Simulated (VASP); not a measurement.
# Re (Fm-3m) in VASP: notebook

The runs below take Re through relaxation of cell and atoms, with BLYP, r2SCAN.

All numbers are computed with VASP 6.6.1; they aren't measurements. Logs are shortened: lines on timing, memory, paths and dates and some standing lists are left out, and cuts for length are marked.

### 1 The cell of the first run

Symmetry: Fm-3m, No. 225, cubic system. Conventional cell: a = 3.950 Å, b = 3.950 Å, c = 3.950 Å, α = 90.00°, β = 90.00°, γ = 90.00°. Within 3.7 Å of Re (site symmetry m-3m) lie 12 Re at 2.79 Å.

### 2 Relaxation of cell and atoms, BLYP

INCAR reads:

```
SYSTEM = Re
PREC = Accurate
ENCUT = 600
EDIFF = 1E-6
ISMEAR = -1
SIGMA = 0.05
LREAL = .False.
LASPH = .True.
NELM = 60
ALGO = Normal
ISIF = 3
LWAVE = .False.
LCHARG = .False.
GGA = B5
ALDAX = 1.0
AGGAX = 1.0
AGGAC = 1.0
ALDAC = 0.0
IBRION = 2
NSW = 60
EDIFFG = -0.01
```

KPOINTS reads:

```
regular mesh
0
Gamma
  12 12 12
  0 0 0
```

POSCAR reads:

```
Re
1.0
    0.0000000000      1.9750000000      1.9750000000
    1.9750000000      0.0000000000      1.9750000000
    1.9750000000      1.9750000000      0.0000000000
Re
1
Direct
    0.0000000000      0.0000000000      0.0000000000
```

Potentials or basis: VASP PAW PBE potentials, release 64 (Re).

On the command line:

```
$ cat potpaw_PBE.64/Re/POTCAR > POTCAR
$ mpirun -np 1 vasp_std > vasp.out
```

OUTCAR:

```text
SYSTEM = Re
   PREC = Accurate
   ENCUT = 600
   EDIFF = 1E-6
   ISMEAR = -1
   LREAL = .False.
   LASPH = .True.
   NELM = 60
   ISIF = 3
   GGA = B5
   IBRION = 2
   NSW = 60
   EDIFFG = -0.01

 ion  position               nearest neighbor table
   1  0.000  0.000  0.000-

  LATTYP: Found a face centered cubic cell.
 ALAT       =     3.9500000000

  Lattice vectors:

 A1 = (   0.0000000000,   1.9750000000,   1.9750000000)
 A2 = (   1.9750000000,   0.0000000000,   1.9750000000)
 A3 = (   1.9750000000,   1.9750000000,   0.0000000000)

Analysis of symmetry for initial positions (statically):
=====================================================================
 Subroutine PRICEL returns:
 Original cell was already a primitive cell.

 Routine SETGRP: Setting up the symmetry group for a
 face centered cubic supercell.

 Subroutine GETGRP returns: Found 48 space group operations
[... 9 lines left out ...]

 Routine SETGRP: Setting up the symmetry group for a
 face centered cubic supercell.

 Subroutine GETGRP returns: Found 48 space group operations
[... 11 lines left out ...]
                                     Primitive cell

  volume of cell :      15.4075

  direct lattice vectors                    reciprocal lattice vectors
     0.000000000  1.975000000  1.975000000    -0.253164557  0.253164557  0.253164557
     1.975000000  0.000000000  1.975000000     0.253164557 -0.253164557  0.253164557
     1.975000000  1.975000000  0.000000000     0.253164557  0.253164557 -0.253164557

  length of vectors
     2.793071786  2.793071786  2.793071786     0.438493875  0.438493875  0.438493875

  position of ions in fractional coordinates (direct lattice)
     0.000000000  0.000000000  0.000000000

  ion indices of the primitive-cell ions
   primitive index   ion index
                 1           1

----------------------------------------------------------------------------------------

 KPOINTS: regular mesh

Automatic generation of k-mesh.
 Grid dimensions read from file:
 generate k-points for:   12   12   12

 Generating k-lattice:

  Cartesian coordinates                     Fractional coordinates (reciprocal lattice)
    -0.021097046  0.021097046  0.021097046     0.083333333  0.000000000  0.000000000
     0.021097046 -0.021097046  0.021097046     0.000000000  0.083333333  0.000000000
     0.021097046  0.021097046 -0.021097046     0.000000000  0.000000000  0.083333333

  Length of vectors
     0.036541156  0.036541156  0.036541156

  Shift w.r.t. Gamma in fractional coordinates (k-lattice)
     0.000000000  0.000000000  0.000000000

 Subroutine IBZKPT returns following result:
 ===========================================

 Found     72 irreducible k-points:

 Following reciprocal coordinates:
            Coordinates               Weight
  0.000000  0.000000  0.000000      1.000000
  0.083333  0.000000  0.000000      8.000000
  0.166667  0.000000  0.000000      8.000000
  0.250000  0.000000  0.000000      8.000000
  0.333333  0.000000  0.000000      8.000000
  0.416667  0.000000  0.000000      8.000000
[... 16 lines left out ...]
  0.500000  0.166667  0.000000     24.000000
 -0.416667  0.166667  0.000000     24.000000
 [... further k-points ...]
   k-points           NKPTS =     72   k-points in BZ     NKDIM =     72   number of bands    NBANDS=      7
   number of dos      NEDOS =    301   number of ions     NIONS =      1
   total plane-waves  NPLWV =  13824
   dimension x,y,z NGX =    24 NGY =   24 NGZ =   24
   dimension x,y,z NGXF=    48 NGYF=   48 NGZF=   48
   ions per type =               1
   NGX,Y,Z   is equivalent  to a cutoff of  14.28, 14.28, 14.28 a.u.
   NGXF,Y,Z  is equivalent  to a cutoff of  28.57, 28.57, 28.57 a.u.
 SYSTEM =  Re
   PREC   = accura    normal or accurate (medium, high low for compatibility)
   ISTART =      0    job   : 0-new  1-cont  2-samecut
   ICHARG =      2    charge: 1-file 2-atom 10-const
   ISPIN  =      1    spin polarized calculation?
   LNONCOLLINEAR =      F non collinear calculations
   LSORBIT =      F    spin-orbit coupling
   LASPH  =      T    aspherical Exc in radial PAW
   ENCUT  =  600.0 eV  44.10 Ry    6.64 a.u.   5.58  5.58  5.58*2*pi/ulx,y,z
   NELM   =     60;   NELMIN=  2; NELMDL= -5     # of ELM steps
   EDIFF  = 0.1E-05   stopping-criterion for ELM
   LREAL  =      F    real-space projection
   EDIFFG = -.1E-01   stopping-criterion for IOM
   NSW    =     60    number of steps for IOM
   IBRION =      2    ionic relax: 0-MD 1-quasi-New 2-CG
   NFREE  =      1    steps in history (QN), initial steepest desc. (CG)
   ISIF   =      3    stress and relaxation
   ISYM   =      2    0-nonsym 1-usesym 2-fastsym
   POTIM  = 0.5000    time-step for ionic-motion
   TEBEG  =    0.0;   TEEND  =   0.0 temperature during run
   PSTRESS=    0.0 pullay stress
   NELECT =       7.0000    total number of electrons
   NUPDOWN=      -1.0000    fix difference up-down
   EMIN   =  10.00;   EMAX   =-10.00  energy-range for DOS
   EFERMI =   0.00;   METHOD = LEGACY
   ISMEAR =    -1;   SIGMA  =   0.05  broadening in eV -4-tet -1-fermi 0-gaus
   EFERMI_NEDOS =   21; number of points for ismear=-14 and -15
   IALGO  =     38    algorithm
   IMIX   =      4    mixing-type and parameters
     AMIX     =   0.40;   BMIX     =  1.00
     AMIX_MAG =   1.60;   BMIX_MAG =  1.00
  volume/ion in A,a.u.               =      15.41       103.97
  Fermi-wavevector in a.u.,A,eV,Ry     =   1.258531  2.378278 21.550255  1.583899
  Thomas-Fermi vector in A             =   2.392135
   LORBIT       =      0    0 simple, 1 ext, 2 COOP (PROOUT), +10 PAW based schemes
   GGA     = B5    functional components
   LHFCALC =     F    Hartree Fock is set to
   AEXX    =    0.0000 exact exchange contribution
   IVDW    =     0    specifies the selected vdW correction
   LEPSILON=     F    determine dielectric tensor
   LRPA    =     F    only Hartree local field effects (RPA)
 conjugate gradient relaxation of ions
 non-spin polarized calculation
  energy-cutoff  :      600.00
  volume of cell :       15.41
 maximum number of plane-waves:       532
 NGX is ok and might be reduce to    24
   NGX = 11   NGY = 11   NGZ = 11

--------------------------------------- Ionic step        1  -------------------------------------------

 number of electron       7.0000000 magnetization

 Free energy of the ion-electron system (eV)
  ---------------------------------------------------
  ext. energy  EPLUGINS =         0.00000000
  ---------------------------------------------------
  free energy    TOTEN  =       -10.70360438 eV

  energy without entropy =      -10.69814326  energy(sigma->0) =      -10.70087382

------------------------ aborting loop because EDIFF is reached ----------------------------------------

  FORCE on cell =-STRESS in cart. coord.  units (eV):
  Direction    XX          YY          ZZ          XY          YZ          ZX
  --------------------------------------------------------------------------------------
  -------------------------------------------------------------------------------------
  Total        0.5545313      0.5545313      0.5545313     -0.0000000     -0.0000000     -0.0000000
  in kB       57.6640783     57.6640783     57.6640783     -0.0000000     -0.0000000     -0.0000000
  external PRESSURE =      57.6640783 kB  Pullay stress =       0.0000000 kB

 VOLUME and BASIS-vectors are now :
 -----------------------------------------------------------------------------
  energy-cutoff  :      600.00
  volume of cell :       15.41
      direct lattice vectors                 reciprocal lattice vectors
     0.000000000  1.975000000  1.975000000    -0.253164557  0.253164557  0.253164557
     1.975000000  0.000000000  1.975000000     0.253164557 -0.253164557  0.253164557
     1.975000000  1.975000000  0.000000000     0.253164557  0.253164557 -0.253164557
[... 71 lines left out ...]
 POSITION                                       TOTAL-FORCE (eV/Angst)
 -----------------------------------------------------------------------------------
      0.00000      0.00000      0.00000         0.000000     -0.000000     -0.000000
 -----------------------------------------------------------------------------------
    total drift:                               -0.000000     -0.000000     -0.000000

  FREE ENERGIE OF THE ION-ELECTRON SYSTEM (eV)
  ---------------------------------------------------
  free  energy   TOTEN  =       -10.7082531660 eV

  energy  without entropy=      -10.7025442069  energy(sigma->0) =      -10.70539869

--------------------------------------- Ionic step        4  -------------------------------------------

 number of electron       7.0000000 magnetization

 Free energy of the ion-electron system (eV)
  ---------------------------------------------------
  ext. energy  EPLUGINS =         0.00000000
  ---------------------------------------------------
  free energy    TOTEN  =       -10.70825490 eV

  energy without entropy =      -10.70255416  energy(sigma->0) =      -10.70540453

 E-fermi :   7.9522     XC(G=0): -12.6951

 val. band max:        7.9450229555   @ k =  -0.1667   0.2500   0.0833
 cond. band min:       7.9824408715   @ k =   0.2500   0.1667   0.0833
 fundamental gap:      0.0374179160
 Fermi energy:         7.9521736160

 k-point     1 :       0.0000    0.0000    0.0000
  band No.  band energies     occupation
      1      -1.5280      2.00000
      2       6.1685      2.00000
      3       6.1685      2.00000
      4       6.1685      2.00000
      5       9.0527      0.00000
      6       9.0527      0.00000
      7      22.0600      0.00000

 k-point     2 :       0.0833    0.0000    0.0000
  band No.  band energies     occupation
      1      -1.2284      2.00000
      2       5.9830      2.00000
      3       6.3041      2.00000
      4       6.3041      2.00000
      5       8.9547      0.00000
      6       8.9547      0.00000
      7      22.6208      0.00000
[... 201 lines left out ...]
 k-point    23 :       0.5000    0.1667    0.0000
  band No.  band energies     occupation
      1       2.4888      2.00000
      2       5.0529      2.00000
      3       6.4562      2.00000
      4       6.9854      2.00000
      5      11.4598      0.00000
      6      13.0694      0.00000
      7      17.0110      0.00000

 k-point    24 :      -0.4167    0.1667    0.0000
  band No.  band energies     occupation
      1       2.5656      2.00000
      2       5.0964      2.00000
      3       6.7591      2.00000
      4       6.8616      2.00000
      5      10.8543      0.00000
      6      13.6481      0.00000
      7      16.8416      0.00000

 [... further k-points ...]
[... 5 lines left out ...]
  --------------------------------------------------------------------------------------
  -------------------------------------------------------------------------------------
  Total       -0.0003650     -0.0003650     -0.0003650      0.0000000      0.0000000      0.0000000
  in kB       -0.0373181     -0.0373181     -0.0373181      0.0000000      0.0000000      0.0000000
  external PRESSURE =      -0.0373181 kB  Pullay stress =       0.0000000 kB

 VOLUME and BASIS-vectors are now :
 -----------------------------------------------------------------------------
  energy-cutoff  :      600.00
  volume of cell :       15.67
      direct lattice vectors                 reciprocal lattice vectors
     0.000000000  1.986112080  1.986112080    -0.251748129  0.251748129  0.251748129
     1.986112080 -0.000000000  1.986112080     0.251748129 -0.251748129  0.251748129
     1.986112080  1.986112080 -0.000000000     0.251748129  0.251748129 -0.251748129

 POSITION                                       TOTAL-FORCE (eV/Angst)
 -----------------------------------------------------------------------------------
      0.00000      0.00000      0.00000         0.000000      0.000000      0.000000
 -----------------------------------------------------------------------------------
    total drift:                               -0.000000     -0.000000     -0.000000

  FREE ENERGIE OF THE ION-ELECTRON SYSTEM (eV)
  ---------------------------------------------------
  free  energy   TOTEN  =       -10.7082549002 eV

  energy  without entropy=      -10.7025541627  energy(sigma->0) =      -10.70540453

 reached required accuracy - stopping structural energy minimisation
```

It took 25 s on 1 thread of Intel Xeon Platinum 8488C (Sapphire Rapids), shared host; peak memory 0.14 GiB.

What came out:

```yaml
Free_energy: -10.7083 eV
Relaxed_volume: 15.67 Å³/atom
Relaxed_cell: a = 2.809 Å, b = 2.809 Å, c = 2.809 Å, α = 60.00°, β = 60.00°, γ = 60.00°
Space_group_after_relaxing_to_0.05_Å: Fm-3m (No. 225)
Energy_gained_by_relaxing: 4.7 meV/atom
Ionic_steps: 4
Pressure_after_relaxing: 0.0 GPa
```

The path:
| step | energy change (eV) | largest force (eV/Å) | pressure (GPa) | volume (Å³) |
| --- | --- | --- | --- | --- |
| 1 | 0.0000 | 0.0000 | 5.77 | 15.41 |
| 2 | 0.0539 | 0.0000 | -17.52 | 16.68 |
| 3 | -0.0046 | 0.0000 | -0.19 | 15.68 |
| 4 | -0.0047 | 0.0000 | 0.00 | 15.67 |

Final structure:
```cif
data_structure
_symmetry_space_group_name_H-M 'P 1'
_symmetry_Int_Tables_number 1
_cell_length_a 2.8088
_cell_length_b 2.8088
_cell_length_c 2.8088
_cell_angle_alpha 60.000
_cell_angle_beta 60.000
_cell_angle_gamma 60.000
_cell_volume 15.67
loop_
_atom_site_label
_atom_site_type_symbol
_atom_site_fract_x
_atom_site_fract_y
_atom_site_fract_z
_atom_site_occupancy
Re1 Re 0.00000 0.00000 0.00000 1
```

Levels at points of the mesh, in eV from the Fermi level:
```tsv
k point	band 2	band 3	band 4	band 5	band 6	band 7
(0.00, 0.00, 0.00)	-1.78	-1.78	-1.78	1.10	1.10	14.11
(0.50, 0.00, 0.00)	-1.95	-1.95	0.47	3.42	3.42	9.11
(0.50, 0.50, 0.00)	-5.45	2.83	3.37	4.09	4.09	11.96
```

Caveat: the PAW data sets were made with another functional, which shifts forces and pressure a little; spin-orbit coupling is left out, which moves the levels of the heavy elements.

### 3 Relaxation of cell and atoms, r2SCAN

POSCAR is that of step 2.

INCAR.step1 reads:

```
ALGO = Normal
EDIFF = 1E-4
ENCUT = 600
GGA = PE
ISMEAR = -1
LASPH = True
LCHARG = False
LREAL = False
LWAVE = True
NELM = 100
PREC = Accurate
SIGMA = 0.05
```

INCAR.step2 reads:

```
ALGO = Normal
EDIFF = 1E-7
EDIFFG = -0.01
ENCUT = 600
IBRION = 2
ISIF = 3
ISMEAR = -1
ISTART = 1
LASPH = True
LCHARG = False
LMIXTAU = True
LREAL = False
LWAVE = False
METAGGA = R2SCAN
NELM = 100
NSW = 60
PREC = Accurate
SIGMA = 0.05
```

KPOINTS reads:

```
k-points
0
Gamma
  12 12 12
```

Potentials or basis: VASP PAW PBE potentials, release 64 (Re).

On the command line:

```
$ cat potpaw_PBE.64/Re/POTCAR > POTCAR
$ cp INCAR.step1 INCAR
$ mpirun -np 1 vasp_std > vasp.out
$ cp INCAR.step2 INCAR
$ mpirun -np 1 vasp_std > vasp.out
```

Wall time 1.9 min (1 thread of Intel Xeon Platinum 8488C (Sapphire Rapids), shared host); peak memory 0.16 GiB.

The run converged. Its results:

| Property | Result |
| --- | --- |
| Free energy | -52.3978 eV |
| Relaxed volume | 14.75 Å³/atom |
| Relaxed cell | a = 2.753 Å, b = 2.753 Å, c = 2.753 Å, α = 60.00°, β = 60.00°, γ = 60.00° |
| Space group after relaxing (to 0.05 Å) | Fm-3m (No. 225) |
| Energy gained by relaxing | 32.7 meV/atom |
| Ionic steps | 5 |
| Pressure after relaxing | 0.1 GPa |

Step by step:
```
step  energy change (eV)  largest force (eV/Å)  pressure (GPa)  volume (Å³)
   1              0.0000                0.0000          -15.47        15.41
   2              0.6490                0.0000          105.35        12.32
   3             -0.0325                0.0000           -1.44        14.81
   4             -0.0327                0.0000           -0.25        14.77
   5             -0.0327                0.0000            0.08        14.75
```

Final structure:
```
Re
1.0
     0.00000    1.94671    1.94671
     1.94671    0.00000    1.94671
     1.94671    1.94671    0.00000
Re
1
Direct
  0.00000 0.00000 0.00000
```

Levels at points of the mesh, in eV from the Fermi level:
```csv
k point,band 2,band 3,band 4,band 5,band 6,band 7
"(0.00, 0.00, 0.00)",-2.02,-2.02,-2.02,1.37,1.37,14.51
"(0.50, 0.00, 0.00)",-2.18,-2.18,0.10,3.94,3.94,10.43
"(0.50, 0.50, 0.00)",-6.27,2.82,3.94,4.66,4.66,12.88
```

Caveat: the PAW data sets were made with another functional, which shifts forces and pressure a little; spin-orbit coupling is left out, which moves the levels of the heavy elements.
